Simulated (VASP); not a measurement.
Here is a VASP 6.6.1 calculation.

The input INCAR:

```
PREC = Accurate
ENCUT = 520
EDIFF = 1E-6
ISMEAR = -1
SIGMA = 0.02
LREAL = False
LASPH = True
NELM = 100
ALGO = Normal
ISIF = 2
LWAVE = False
LCHARG = False
GGA = PE
NBANDS = 24
```

Contents of KPOINTS:

```
regular mesh
0
Gamma
  6 6 6
```

Contents of POSCAR:

```
K2IBr
1.0
    2.3474070935      1.3552761174      8.1745340448
   -2.3474070935      1.3552761174      8.1745340448
    0.0000000000     -2.7105522346      8.1745340448
Br I K
1 1 2
Direct
    1.0000000000      0.0000000000      0.0000000000
    0.5000000000      0.5000000000      0.5000000000
    0.2557569576      0.2557569576      0.2557569576
    0.7442430424      0.7442430424      0.7442430424
```

Potentials or basis: VASP PAW PBE potentials, release 64 (Br, I, K_sv).

Launch:

```console
$ cat potpaw_PBE.64/Br/POTCAR potpaw_PBE.64/I/POTCAR potpaw_PBE.64/K_sv/POTCAR > POTCAR
$ mpirun -np 1 vasp_std > vasp.out
```

Problem. Estimate the pressure.

Solution. 1.0 GPa.

Problem. What does it give for the largest force?

Solution. 0.012 eV/Å.

Problem. Predict the band gap on the k mesh.

Solution. 3.75 eV, direct.

Stress tensor (GPa, compression positive):
```
1.19 0.00 0.00
0.00 1.19 0.00
0.00 0.00 0.62
```

Caveat: the cell differs from its parent crystal (epitaxial xy strain -2.9%); spin-orbit coupling is left out, which moves the levels of the heavy elements. A k mesh can miss the band edges.
